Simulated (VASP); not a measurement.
CoH:

```
Co H
1.0
     0.00000    1.84296    1.84296
     1.84296    0.00000    1.84296
     1.84296    1.84296    0.00000
Co H
1 1
Direct
  0.00000 0.00000 0.00000
  0.50000 0.50000 0.50000
```

```yaml
Program: VASP 6.6.1
Task: relaxation of cell and atoms
Functional: PBEsol
Potentials_or_basis: VASP PAW PBE potentials, release 64 (Co, H)
Cutoff: 600 eV
k_mesh: 15 × 15 × 15
Occupations: fermi-dirac, width 0.1 eV
Spin: collinear spin, ferromagnetic start
Starting_moments: "[3.2, 0.0] μB"
```

At the start: pressure -6.6 GPa; volume 6.26 Å³/atom.

Question: Where does the relaxation end?

Answer: Over 3 steps the energy falls by 3.9 meV/atom and the volume is 6.07 Å³/atom (-3.0 %); space group Fm-3m (No. 225, to 0.05 Å); moment 1.11 μB per cell.

Step by step:
```csv
step,energy change (eV),largest force (eV/Å),pressure (GPa),volume (Å³)
1,0.0000,0.0000,-6.62,12.52
2,-0.0073,0.0000,1.88,12.06
3,-0.0078,0.0000,0.01,12.15
```

Final structure:
```yaml
crystal:
  lattice:
    - [0.00000, 1.82466, 1.82466]
    - [1.82466, 0.00000, 1.82466]
    - [1.82466, 1.82466, 0.00000]
  atoms:
    - { symbol: Co, position: [0.00000, 0.00000, 0.00000] }
    - { symbol: H, position: [0.50000, 0.50000, 0.50000] }
```

Caveat: the PAW data sets were made with another functional, which shifts forces and pressure a little.
